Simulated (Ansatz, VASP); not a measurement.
**F in VASP and in Ansatz**

```
CELL_PARAMETERS angstrom
3.12880 -1.68658 -0.24132
3.12880 1.68658 -0.24132
-2.38604 0.00000 6.76812
ATOMIC_POSITIONS crystal
F 0.08485 0.08485 0.09400
F 0.91515 0.91515 0.90600
F 0.50157 0.50157 0.59372
F 0.49843 0.49843 0.40628
```

Change from the starting cell: volume 17.372 Å^3 an atom, stretch along a over the lengths across it, relative to the relaxed cell 1.0662.

Alike in both runs: task single point; functional PBEsol; k mesh 4 × 4 × 2; occupations gaussian, width 0.05 eV; no spin polarisation.

|  | VASP | Ansatz |
| --- | --- | --- |
| version | VASP 6.6.1 | Ansatz 0.2.0 |
| potentials or method | VASP PAW PBE potentials, release 64 (F), cutoff 520 eV | scalar-relativistic, plane waves, PAW |
| valence electrons in the cell | 28 | 28 |

```csv
,VASP,Ansatz,Ansatz less VASP
gap on the k mesh at the Fermi level (eV),3.78,3.88,+0.097
least direct gap on the mesh (eV),3.91,4.00,+0.098
pressure (GPa),6.8,6.1,-0.69
"traceless stress, the component that is largest in VASP (GPa)",11.07,9.11,-1.958
rms of the force components (eV/Å),1.973,1.622,-0.3507
```

VASP's potentials were made for PBE, not for PBEsol. Atom by atom the forces differ by 0.351 eV/Å (rms over components). With one functional, cell and mesh, what is left measures potentials, basis and numerics.

The k mesh is coarse, so the values compare programs but aren't converged.
